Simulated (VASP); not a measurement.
# Ti: single point with PBE

Crystal: Ti.

```
Ti
1.0
     4.57910    0.00000    0.00000
    -2.28955    3.96562    0.00000
     0.00000    0.00000    2.83176
Ti
3
Direct
  0.96709 0.00000 0.00000
  0.34979 0.66667 0.44915
  0.68312 0.33333 0.55085
```

This cell differs from its parent crystal: atoms displaced along several vibrational modes.

```
Program             : VASP 6.6.1
Task                : single point
Functional          : PBE
Potentials or basis : VASP PAW PBE potentials, release 64 (Ti_sv)
Cutoff              : 500 eV
k mesh              : 12 × 12 × 14
Occupations         : gaussian, width 0.15 eV
Spin                : no spin polarisation
```

| Item | Value |
| --- | --- |
| Pressure | 1.3 GPa |
| Largest force | 0.814 eV/Å |
| Band gap on the k mesh | zero (bands 18 and 19 overlap by 0.29 eV) |

Forces on the atoms (eV/Å):
```
Ti   0.814  0.000  0.000
Ti  -0.407 -0.145  0.432
Ti  -0.407  0.145 -0.432
```

Stress tensor (GPa, compression positive):
```
 1.98  0.00  0.00
 0.00  0.84 -0.16
 0.00 -0.16  0.94
```

Levels at points of the mesh, in eV from the Fermi level:
| k point | band 16 | band 17 | band 18 | band 19 | band 20 | band 21 |
| --- | --- | --- | --- | --- | --- | --- |
| (0.00, 0.00, 0.00) | -0.76 | -0.52 | -0.52 | -0.08 | 0.90 | 1.13 |
| (0.50, 0.00, 0.00) | -0.65 | -0.46 | -0.18 | 0.35 | 0.64 | 1.15 |
| (0.00, 0.50, 0.00) | -0.63 | -0.33 | -0.18 | 0.16 | 0.53 | 1.16 |
| (0.00, 0.00, 0.50) | -1.68 | -1.38 | -1.36 | 0.49 | 0.51 | 1.90 |
| (0.50, 0.00, 0.50) | -1.07 | -0.84 | -0.38 | 0.22 | 0.83 | 1.00 |
| (0.00, 0.50, 0.50) | -1.20 | -0.83 | -0.37 | 0.18 | 0.94 | 1.04 |

Run time: 14 min on 1 thread of Intel Xeon 8259CL, with other jobs on the host, peak memory 0.58 GiB.

Caveat: the cell differs from its parent crystal (atoms displaced along several vibrational modes).
